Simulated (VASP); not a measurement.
Crystal: LaBi2ClO4.

```
CELL_PARAMETERS angstrom
3.98890 0.00000 0.00000
0.00000 3.98890 0.00000
0.00000 0.00000 9.33319
ATOMIC_POSITIONS crystal
Bi 0.50000 0.50000 0.72162
Bi 0.50000 0.50000 0.27838
La 0.00000 0.00000 0.00000
Cl 0.00000 0.00000 0.50000
O 0.50000 0.00000 0.83834
O 0.50000 0.00000 0.16166
O 0.00000 0.50000 0.83834
O 0.00000 0.50000 0.16166
```

* Program: VASP 6.6.1
* Task: relaxation of cell and atoms
* Functional: PBEsol
* Potentials or basis: VASP PAW PBE potentials, release 64 (Bi_d, La, Cl, O)
* Cutoff: 600 eV
* k mesh: 7 × 7 × 3
* Occupations: fermi-dirac, width 0.05 eV
* Spin: no spin polarisation
* Hubbard terms: La f U = 8.0 eV

At the start: pressure -2.5 GPa; volume 18.56 Å³/atom.

**Question.** Where does the relaxation end?

**Answer.** Over 13 steps the energy falls by 10.8 meV/atom and the volume is 17.63 Å³/atom (-5.0 %); space group P4/mmm (No. 123, to 0.05 Å).

Step by step:
| step | energy change (eV) | largest force (eV/Å) | pressure (GPa) | volume (Å³) |
| --- | --- | --- | --- | --- |
| 1 | 0.0000 | 0.3338 | -2.46 | 148.50 |
| 2 | -0.0069 | 0.8082 | 2.57 | 142.46 |
| 3 | -0.0330 | 0.3029 | 0.09 | 145.25 |
| 4 | -0.0452 | 0.2675 | 0.03 | 144.83 |
| 5 | -0.0680 | 0.1611 | -0.14 | 143.57 |
| 6 | -0.0510 | 0.2509 | -0.36 | 141.08 |
| 7 | -0.0718 | 0.0952 | -0.22 | 142.83 |
| 8 | -0.0829 | 0.0173 | -0.11 | 141.79 |
| 9 | -0.0855 | 0.1012 | -0.01 | 141.02 |
| 10 | -0.0864 | 0.0693 | 0.22 | 140.84 |
| 11 | -0.0866 | 0.0173 | 0.15 | 140.89 |
| 12 | -0.0866 | 0.0126 | -0.20 | 141.28 |
| 13 | -0.0867 | 0.0038 | -0.01 | 141.07 |

Final structure:
```
Bi La Cl O
1.0
     3.95053    0.00000    0.00000
     0.00000    3.95053    0.00000
     0.00000    0.00000    9.03914
Bi La Cl O
2 1 1 4
Direct
  0.50000 0.50000 0.71151
  0.50000 0.50000 0.28849
  0.00000 0.00000 0.00000
  0.00000 0.00000 0.50000
  0.50000 0.00000 0.83031
  0.50000 0.00000 0.16969
  0.00000 0.50000 0.83031
  0.00000 0.50000 0.16969
```

Caveat: the PAW data sets were made with another functional, which shifts forces and pressure a little.
